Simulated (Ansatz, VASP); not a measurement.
## Hf in VASP and in Ansatz

```
Hf
1.0
     3.21787    0.00000    0.00000
    -1.60893    2.78676    0.00000
     0.00000    0.00000    5.09130
Hf
2
Direct
  0.33333 0.66667 0.25000
  0.66667 0.33333 0.75000
```

Change from the starting cell: volume scaled by 1.02, crystal datasets.

Alike in both runs: task electric field gradients; functional PBEsol; k mesh 13 × 13 × 7; occupations fermi-dirac, width 0.05 eV; no spin polarisation.

|  | VASP | Ansatz |
| --- | --- | --- |
| version | VASP 6.6.1 | Ansatz 0.2.0 |
| potentials or method | VASP PAW PBE potentials, release 64 (Hf_pv), cutoff 520 eV | all-electron PAW with datasets made for the crystal, scalar-relativistic |

|  | VASP | Ansatz | Ansatz less VASP |
| --- | --- | --- | --- |
| pressure (GPa) | -6.0 | -5.6 | +0.40 |
| traceless stress, the component that is largest in VASP (GPa) | -0.27 | -0.21 | +0.062 |
| size of Vzz on the site where it differs most (V/Å²) | 77.5 | 86.1 | +8.52 |

VASP's potentials were made for PBE, not for PBEsol. Ansatz ran all-electron here, and VASP with PAW potentials.

Neither program's run includes spin-orbit coupling.
